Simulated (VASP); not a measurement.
# SiO2 (P4_2/mnm) in VASP: notebook

The runs below take SiO2 through single point, with r2SCAN.

Everything below comes from runs of VASP 6.6.1. Logs are shortened: lines on timing, memory, paths and dates and some standing lists are left out, and cuts for length are marked.

### 1 The cell of the first run

Symmetry: P4_2/mnm, No. 136, tetragonal system. The conventional cell has a = 4.185 Å, b = 4.185 Å, c = 2.669 Å, α = 90.00°, β = 90.00°, γ = 90.00°. Si (site symmetry mmm) has 6 O at 1.76 to 1.81 Å within 2.3 Å. Within 2.3 Å of O (site symmetry m2m) lie 3 Si at 1.76 to 1.81 Å and 1 O at 2.30 Å.

### 2 Single point, r2SCAN

POSCAR

```
SiO2
1.0
    4.1854060762      0.0000000000      0.0000000000
    0.0000000000      4.1854060762      0.0000000000
    0.0000000000      0.0000000000      2.6687449733
Si O
2 4
Direct
    0.5000000000      0.5000000000      0.5000000000
    0.0000000000      0.0000000000      0.0000000000
    0.6938852014      0.6938852014      0.0000000000
    0.1938852014      0.8061147986      0.5000000000
    0.3061147986      0.3061147986      0.0000000000
    0.8061147986      0.1938852014      0.5000000000
```

INCAR.step1

```
  PREC = Accurate
  ENCUT = 520
  ISMEAR = 0
  SIGMA = 0.02
  LREAL = False
  LASPH = True
  NELM = 80
  NBANDS = 25
  GGA = PE
  ALGO = Normal
  EDIFF = 1E-4
  LWAVE = True
  LCHARG = False
```

INCAR.step2

```
  PREC = Accurate
  ENCUT = 520
  EDIFF = 1E-6
  ISMEAR = 0
  SIGMA = 0.02
  LREAL = False
  LASPH = True
  NELM = 80
  ALGO = Normal
  ISIF = 2
  LWAVE = False
  LCHARG = False
  METAGGA = R2SCAN
  LMIXTAU = True
  NBANDS = 25
  ISTART = 1
```

KPOINTS

```
regular mesh
0
Gamma
  6 6 8
```

Potentials or basis: VASP PAW PBE potentials, release 64 (Si, O).

On the command line:

```sh
cat potpaw_PBE.64/Si/POTCAR potpaw_PBE.64/O/POTCAR > POTCAR
cp INCAR.step1 INCAR
mpirun -np 1 vasp_std > vasp.out
cp INCAR.step2 INCAR
mpirun -np 1 vasp_std > vasp.out
```

OUTCAR:

```text
PREC = Accurate
   ENCUT = 520
   EDIFF = 1E-6
   ISMEAR = 0
   LREAL = False
   LASPH = True
   NELM = 80
   ISIF = 2
   METAGGA = R2SCAN
   ISTART = 1

 ion  position               nearest neighbor table
   1  0.500  0.500  0.500-   3 1.76   5 1.76   3 1.76   5 1.76   4 1.81   6 1.81
   2  0.000  0.000  0.000-   4 1.76   6 1.76   4 1.76   6 1.76   5 1.81   3 1.81
   3  0.694  0.694  0.000-   1 1.76   1 1.76   2 1.81
   4  0.194  0.806  0.500-   2 1.76   2 1.76   1 1.81
   5  0.306  0.306  0.000-   1 1.76   1 1.76   2 1.81
   6  0.806  0.194  0.500-   2 1.76   2 1.76   1 1.81

  LATTYP: Found a simple tetragonal cell.
 ALAT       =     4.1854060762
 C/A-ratio  =     0.6376310744

  Lattice vectors:

 A1 = (   4.1854060762,   0.0000000000,   0.0000000000)
 A2 = (   0.0000000000,   4.1854060762,   0.0000000000)
 A3 = (   0.0000000000,   0.0000000000,   2.6687449733)

Analysis of symmetry for initial positions (statically):
=====================================================================
 Subroutine PRICEL returns:
 Original cell was already a primitive cell.

 Routine SETGRP: Setting up the symmetry group for a
 simple tetragonal supercell.

 Subroutine GETGRP returns: Found 16 space group operations
 (whereof  8 operations were pure point group operations)
 out of a pool of 16 trial point group operations.

The static configuration has the point symmetry D_2h.
 The point group associated with its full space group is D_4h.

Analysis of symmetry for dynamics (positions and initial velocities):
=====================================================================
 Subroutine PRICEL returns:
 Original cell was already a primitive cell.

 Routine SETGRP: Setting up the symmetry group for a
 simple tetragonal supercell.

 Subroutine GETGRP returns: Found 16 space group operations
 (whereof  8 operations were pure point group operations)
 out of a pool of 16 trial point group operations.

The dynamic configuration has the point symmetry D_2h.
 The point group associated with its full space group is D_4h.

 Subroutine INISYM returns: Found 16 space group operations
 (whereof  8 operations are pure point group operations),
 and found     1 'primitive' translations

----------------------------------------------------------------------------------------

                                     Primitive cell

  volume of cell :      46.7501

  direct lattice vectors                    reciprocal lattice vectors
     4.185406076  0.000000000  0.000000000     0.238925443  0.000000000  0.000000000
     0.000000000  4.185406076  0.000000000     0.000000000  0.238925443  0.000000000
     0.000000000  0.000000000  2.668744973     0.000000000  0.000000000  0.374707966

  length of vectors
     4.185406076  4.185406076  2.668744973     0.238925443  0.238925443  0.374707966

  position of ions in fractional coordinates (direct lattice)
     0.500000000  0.500000000  0.500000000
     0.000000000  0.000000000  0.000000000
     0.693885201  0.693885201  0.000000000
     0.193885201  0.806114799  0.500000000
     0.306114799  0.306114799  0.000000000
     0.806114799  0.193885201  0.500000000

  ion indices of the primitive-cell ions
   primitive index   ion index
                 1           1
                 2           2
                 3           3
                 4           4
                 5           5
                 6           6

----------------------------------------------------------------------------------------

 KPOINTS: regular mesh

Automatic generation of k-mesh.
 Grid dimensions read from file:
 generate k-points for:    6    6    8

 Generating k-lattice:

  Cartesian coordinates                     Fractional coordinates (reciprocal lattice)
     0.039820907  0.000000000  0.000000000     0.166666667  0.000000000  0.000000000
     0.000000000  0.039820907  0.000000000     0.000000000  0.166666667  0.000000000
     0.000000000  0.000000000  0.046838496     0.000000000  0.000000000  0.125000000

  Length of vectors
     0.039820907  0.039820907  0.046838496

  Shift w.r.t. Gamma in fractional coordinates (k-lattice)
     0.000000000  0.000000000  0.000000000

 Subroutine IBZKPT returns following result:
 ===========================================

 Found     50 irreducible k-points:

 Following reciprocal coordinates:
            Coordinates               Weight
  0.000000  0.000000  0.000000      1.000000
  0.166667  0.000000  0.000000      4.000000
  0.333333  0.000000  0.000000      4.000000
  0.500000  0.000000  0.000000      2.000000
  0.166667  0.166667  0.000000      4.000000
  0.333333  0.166667  0.000000      8.000000
[... 16 lines left out ...]
  0.333333  0.000000  0.250000      8.000000
  0.500000  0.000000  0.250000      4.000000
 [... further k-points ...]
   k-points           NKPTS =     50   k-points in BZ     NKDIM =     50   number of bands    NBANDS=     25
   number of dos      NEDOS =    301   number of ions     NIONS =      6
[... 26 lines left out ...]
   PSTRESS=    0.0 pullay stress
   NELECT =      32.0000    total number of electrons
   NUPDOWN=      -1.0000    fix difference up-down
   EMIN   =  10.00;   EMAX   =-10.00  energy-range for DOS
   EFERMI =   0.00;   METHOD = LEGACY
   ISMEAR =     0;   SIGMA  =   0.02  broadening in eV -4-tet -1-fermi 0-gaus
   EFERMI_NEDOS =   21; number of points for ismear=-14 and -15
   IALGO  =     38    algorithm
   IMIX   =      4    mixing-type and parameters
     AMIX     =   0.40;   BMIX     =  1.00
     AMIX_MAG =   1.60;   BMIX_MAG =  1.00
  volume/ion in A,a.u.               =       7.79        52.58
  Fermi-wavevector in a.u.,A,eV,Ry     =   1.442771  2.726442 28.321726  2.081588
  Thomas-Fermi vector in A             =   2.561254
   LORBIT       =      0    0 simple, 1 ext, 2 COOP (PROOUT), +10 PAW based schemes
   METAGGA = R2SCAN    functional components
   LHFCALC =     F    Hartree Fock is set to
   AEXX    =    0.0000 exact exchange contribution
   IVDW    =     0    specifies the selected vdW correction
   LEPSILON=     F    determine dielectric tensor
   LRPA    =     F    only Hartree local field effects (RPA)
 non-spin polarized calculation
 Gauss-broadening in eV      SIGMA  =   0.02
  energy-cutoff  :      520.00
  volume of cell :       46.75
 maximum number of plane-waves:      1282
 NGX is ok and might be reduce to    32
   NGX = 15   NGY = 15   NGZ =  9

 number of electron      31.9999977 magnetization

 Free energy of the ion-electron system (eV)
  ---------------------------------------------------
  ext. energy  EPLUGINS =         0.00000000
  ---------------------------------------------------
  free energy    TOTEN  =       -58.78561395 eV

  energy without entropy =      -58.78561395  energy(sigma->0) =      -58.78561395

 E-fermi :   7.9966     XC(G=0): -12.8664

 val. band max:        7.7869897011   @ k =   0.0000   0.0000   0.0000
 cond. band min:      14.2953984496   @ k =   0.0000   0.0000   0.0000
 fundamental gap:      6.5084087486
 Fermi energy:         7.9965948545

 k-point     1 :       0.0000    0.0000    0.0000
  band No.  band energies     occupation
      1     -15.7441      2.00000
      2     -12.1609      2.00000
      3     -12.1609      2.00000
      4     -11.9026      2.00000
      5      -3.2428      2.00000
      6       1.2816      2.00000
[... 17 lines left out ...]
     24      23.2966      0.00000
     25      24.7690      0.00000

 k-point     2 :       0.1667    0.0000    0.0000
  band No.  band energies     occupation
      1     -15.5978      2.00000
      2     -12.7914      2.00000
      3     -12.0887      2.00000
      4     -11.5777      2.00000
      5      -3.0365      2.00000
      6       0.5275      2.00000
[... 17 lines left out ...]
     24      22.6714      0.00000
     25      24.5832      0.00000

 k-point     3 :       0.3333    0.0000    0.0000
  band No.  band energies     occupation
      1     -15.1709      2.00000
      2     -13.6659      2.00000
      3     -11.8958      2.00000
      4     -11.4964      2.00000
      5      -2.4755      2.00000
      6      -0.6109      2.00000
[... 552 lines left out ...]
 k-point    23 :       0.3333    0.0000    0.2500
  band No.  band energies     occupation
      1     -14.4252      2.00000
      2     -13.1279      2.00000
      3     -11.6374      2.00000
      4     -11.4556      2.00000
      5      -1.9676      2.00000
      6      -0.1461      2.00000
[... 17 lines left out ...]
     24      21.8180      0.00000
     25      22.7271      0.00000

 k-point    24 :       0.5000    0.0000    0.2500
  band No.  band energies     occupation
      1     -13.8372      2.00000
      2     -13.8372      2.00000
      3     -11.5141      2.00000
      4     -11.5141      2.00000
      5      -1.0376      2.00000
      6      -1.0376      2.00000
[... 17 lines left out ...]
     24      21.8266      0.00000
     25      22.6199      0.00000

 [... further k-points ...]
[... 5 lines left out ...]
  --------------------------------------------------------------------------------------
  -------------------------------------------------------------------------------------
  Total        0.0212325      0.0212325      0.2912963      0.0000000      0.0000000      0.0000000
  in kB        0.7276613      0.7276613      9.9830495      0.0000000      0.0000000      0.0000000
  external PRESSURE =       3.8127907 kB  Pullay stress =       0.0000000 kB

 VOLUME and BASIS-vectors are now :
 -----------------------------------------------------------------------------
  energy-cutoff  :      520.00
  volume of cell :       46.75
      direct lattice vectors                 reciprocal lattice vectors
     4.185406076  0.000000000  0.000000000     0.238925443  0.000000000  0.000000000
     0.000000000  4.185406076  0.000000000     0.000000000  0.238925443  0.000000000
     0.000000000  0.000000000  2.668744973     0.000000000  0.000000000  0.374707966

 POSITION                                       TOTAL-FORCE (eV/Angst)
 -----------------------------------------------------------------------------------
      2.09270      2.09270      1.33437        -0.000000      0.000000     -0.000000
      0.00000      0.00000      0.00000        -0.000000      0.000000     -0.000000
      2.90419      2.90419      0.00000         0.016333      0.016333      0.000000
      0.81149      3.37392      1.33437         0.016333     -0.016333     -0.000000
      1.28121      1.28121      0.00000        -0.016333     -0.016333     -0.000000
      3.37392      0.81149      1.33437        -0.016333      0.016333      0.000000
 -----------------------------------------------------------------------------------
    total drift:                                0.000000     -0.000000      0.000000

  FREE ENERGIE OF THE ION-ELECTRON SYSTEM (eV)
  ---------------------------------------------------
  free  energy   TOTEN  =       -58.7856139499 eV

  energy  without entropy=      -58.7856139499  energy(sigma->0) =      -58.78561395
```

Run time: 57 s. Hardware: 1 thread of Intel Xeon 6975P-C (Granite Rapids), shared host; peak memory 0.18 GiB.

Results:

```
Free energy            : -58.7856 eV
Pressure               : 0.4 GPa
Largest force          : 0.023 eV/Å
Band gap on the k mesh : 6.51 eV, direct
```

Forces in eV/Å, atoms in the order of the input:
```
Si   0.000  0.000  0.000
Si   0.000  0.000  0.000
O    0.016  0.016  0.000
O    0.016 -0.016  0.000
O   -0.016 -0.016  0.000
O   -0.016  0.016  0.000
```

Stress tensor (GPa, compression positive):
```
0.07 0.00 0.00
0.00 0.07 0.00
0.00 0.00 1.00
```

Levels at points of the mesh, in eV from the valence-band top:
| k point | band 13 | band 14 | band 15 | band 16 | band 17 | band 18 | band 19 | band 20 |
| --- | --- | --- | --- | --- | --- | --- | --- | --- |
| (0.00, 0.00, 0.00) | -2.52 | -0.88 | -0.88 | 0.00 | 6.51 | 7.64 | 9.47 | 9.47 |
| (0.50, 0.00, 0.00) | -2.72 | -2.72 | -1.08 | -1.08 | 8.70 | 8.70 | 10.05 | 10.05 |
| (0.50, 0.50, 0.00) | -2.68 | -2.68 | -2.32 | -2.32 | 8.39 | 8.39 | 11.05 | 11.05 |
| (0.00, 0.00, 0.50) | -3.10 | -3.10 | -2.71 | -2.71 | 10.14 | 10.14 | 13.74 | 13.74 |
| (0.50, 0.00, 0.50) | -2.31 | -2.31 | -1.80 | -1.80 | 9.81 | 9.81 | 10.88 | 10.88 |
| (0.50, 0.50, 0.50) | -1.78 | -1.78 | -1.60 | -1.60 | 8.15 | 8.15 | 12.00 | 12.00 |

Caveat: the PAW data sets were made with another functional, which shifts forces and pressure a little. r2SCAN opens gaps a little over a GGA but as a rule still falls short of measured ones.

### 3 Single point, r2SCAN

POSCAR is that of step 2.

INCAR.step1

```
SYSTEM = SiO2
  PREC = Accurate
  ENCUT = 520
  ISMEAR = 0
  SIGMA = 0.05
  LREAL = .FALSE.
  LASPH = .TRUE.
  NELM = 100
  NBANDS = 25
  GGA = PE
  ALGO = Normal
  EDIFF = 1E-4
  LWAVE = .TRUE.
  LCHARG = .FALSE.
```

INCAR.step2

```
SYSTEM = SiO2
  PREC = Accurate
  ENCUT = 520
  EDIFF = 1E-7
  ISMEAR = 0
  SIGMA = 0.05
  LREAL = .FALSE.
  LASPH = .TRUE.
  NELM = 100
  ALGO = Normal
  ISIF = 2
  LWAVE = .FALSE.
  LCHARG = .FALSE.
  METAGGA = R2SCAN
  LMIXTAU = .TRUE.
  NBANDS = 25
  ISTART = 1
```

KPOINTS

```
Automatic mesh
0
G
  6 6 8
  0 0 0
```

Potentials or basis: VASP PAW PBE potentials, release 64 (Si, O).

On the command line:

```sh
cat potpaw_PBE.64/Si/POTCAR potpaw_PBE.64/O/POTCAR > POTCAR
cp INCAR.step1 INCAR
mpirun -np 1 vasp_std > vasp.out
cp INCAR.step2 INCAR
mpirun -np 1 vasp_std > vasp.out
```

Run time: 60 s. Hardware: 1 thread of Intel Xeon 6975P-C (Granite Rapids), shared host; peak memory 0.17 GiB.

The run converged. Its results:

```
Free energy            : -58.7856 eV
Pressure               : 0.4 GPa
Largest force          : 0.023 eV/Å
Band gap on the k mesh : 6.51 eV, direct
```

Forces in eV/Å, atoms in the order of the input:
```
Si   0.000  0.000  0.000
Si   0.000  0.000  0.000
O    0.016  0.016  0.000
O    0.016 -0.016  0.000
O   -0.016 -0.016  0.000
O   -0.016  0.016  0.000
```

Stress tensor (GPa, compression positive):
```
0.09 0.00 0.00
0.00 0.09 0.00
0.00 0.00 1.01
```

Levels at points of the mesh, in eV from the valence-band top:
```tsv
k point	band 14	band 15	band 16	band 17	band 18	band 19
(0.00, 0.00, 0.00)	-0.88	-0.88	0.00	6.51	7.64	9.47
(0.50, 0.00, 0.00)	-2.72	-1.08	-1.08	8.70	8.70	10.05
(0.50, 0.50, 0.00)	-2.68	-2.32	-2.32	8.39	8.39	11.05
(0.00, 0.00, 0.50)	-3.10	-2.71	-2.71	10.14	10.14	13.74
(0.50, 0.00, 0.50)	-2.31	-1.80	-1.80	9.81	9.81	10.88
(0.50, 0.50, 0.50)	-1.78	-1.60	-1.60	8.15	8.15	12.00
```

Caveat: the PAW data sets were made with another functional, which shifts forces and pressure a little. A k mesh can miss the band edges.

### 4 Single point, r2SCAN

POSCAR

```
SiO2
1.0
    4.1854504369      0.0000000000      0.0000000000
    0.0000000000      4.1854504369      0.0000000000
    0.0000000000      0.0000000000      2.6672366597
Si O
2 4
Direct
    0.5000000000      0.5000000000      0.5000000000
    0.0000000000      0.0000000000      0.0000000000
    0.6939177247      0.6939177247      0.0000000000
    0.1939177247      0.8060822753      0.5000000000
    0.3060822753      0.3060822753      0.0000000000
    0.8060822753      0.1939177247      0.5000000000
```

INCAR.step1

```
PREC     = Accurate       # precision mode
ENCUT    = 520            # plane-wave cutoff, eV
ISMEAR   = 0              # smearing method
SIGMA    = 0.1            # smearing width, eV
LREAL    = False          # projectors in reciprocal space
LASPH    = True           # aspherical terms in the spheres
NELM     = 100            # most SCF steps
NBANDS   = 25             # bands
GGA      = PE             # functional
ALGO     = Normal         # electronic algorithm
EDIFF    = 1E-4           # SCF threshold, eV
LWAVE    = True           # write WAVECAR
LCHARG   = False          # write CHGCAR
```

INCAR.step2

```
PREC     = Accurate       # precision mode
ENCUT    = 520            # plane-wave cutoff, eV
EDIFF    = 1E-7           # SCF threshold, eV
ISMEAR   = 0              # smearing method
SIGMA    = 0.1            # smearing width, eV
LREAL    = False          # projectors in reciprocal space
LASPH    = True           # aspherical terms in the spheres
NELM     = 100            # most SCF steps
ALGO     = Normal         # electronic algorithm
ISIF     = 2              # what is computed and relaxed
LWAVE    = False          # write WAVECAR
LCHARG   = True           # write CHGCAR
METAGGA  = R2SCAN         # meta-GGA
LMIXTAU  = True         
LELF     = True           # ELF
LVHAR    = True         
NBANDS   = 25             # bands
ISTART   = 1
```

KPOINTS

```
regular mesh
0
Gamma
  6 6 8
```

On the command line:

```sh
cat potpaw_PBE.64/Si/POTCAR potpaw_PBE.64/O/POTCAR > POTCAR
cp INCAR.step1 INCAR
mpirun -np 1 vasp_std > vasp.out
cp INCAR.step2 INCAR
mpirun -np 1 vasp_std > vasp.out
```

Run time: 2.1 min. Hardware: 1 thread of Intel Xeon Platinum 8259CL at 2.50GHz (Skylake/Cascade Lake), shared host; peak memory 0.18 GiB.

Results (log left out):

```yaml
Free_energy: -58.7853 eV
Pressure: 0.6 GPa
Largest_force: 0.017 eV/Å
Band_gap_on_the_k_mesh: 6.52 eV, direct
```

Forces on the atoms (eV/Å):
```
Si   0.000  0.000  0.000
Si   0.000  0.000  0.000
O    0.012  0.012  0.000
O    0.012 -0.012  0.000
O   -0.012 -0.012  0.000
O   -0.012  0.012  0.000
```

Stress tensor (GPa, compression positive):
```
0.16 0.00 0.00
0.00 0.16 0.00
0.00 0.00 1.45
```

Levels at points of the mesh, in eV from the valence-band top:
```
           k point  band 13  band 14  band 15  band 16  band 17  band 18  band 19  band 20
(0.00, 0.00, 0.00)    -2.52    -0.88    -0.88     0.00     6.52     7.65     9.48     9.48
(0.50, 0.00, 0.00)    -2.71    -2.71    -1.08    -1.08     8.71     8.71    10.06    10.06
(0.50, 0.50, 0.00)    -2.68    -2.68    -2.32    -2.32     8.41     8.41    11.06    11.06
(0.00, 0.00, 0.50)    -3.10    -3.10    -2.71    -2.71    10.14    10.14    13.74    13.74
(0.50, 0.00, 0.50)    -2.31    -2.31    -1.80    -1.80     9.81     9.81    10.88    10.88
(0.50, 0.50, 0.50)    -1.79    -1.79    -1.60    -1.60     8.16     8.16    12.00    12.00
```

Caveat: the PAW data sets were made with another functional, which shifts forces and pressure a little. A k mesh can miss the band edges.

### 5 Summary

```csv
cell,smearing,gap on the mesh (eV),pressure (GPa),largest force (eV/Å)
"a = 4.185, b = 4.185, c = 2.669 Å, 6 atoms",gaussian 0.02 eV,6.51,0.4,0.02
"a = 4.185, b = 4.185, c = 2.669 Å, 6 atoms",gaussian 0.05 eV,6.51,0.4,0.02
"a = 4.185, b = 4.185, c = 2.667 Å, 6 atoms",gaussian 0.1 eV,6.52,0.6,0.02
```

Alike in all rows: task single point; level r2SCAN; potentials or basis VASP PAW PBE potentials, release 64 (Si, O); no spin polarisation; k mesh 6 × 6 × 8; cutoff (eV) 520.

On the cell as given the gap runs from 6.51 eV (r2SCAN) to 6.52 eV (r2SCAN).

Caveats: the PAW data sets were made with another functional, which shifts forces and pressure a little.

Total energies depend on the potentials used, so only differences within one code and one set of settings carry meaning.
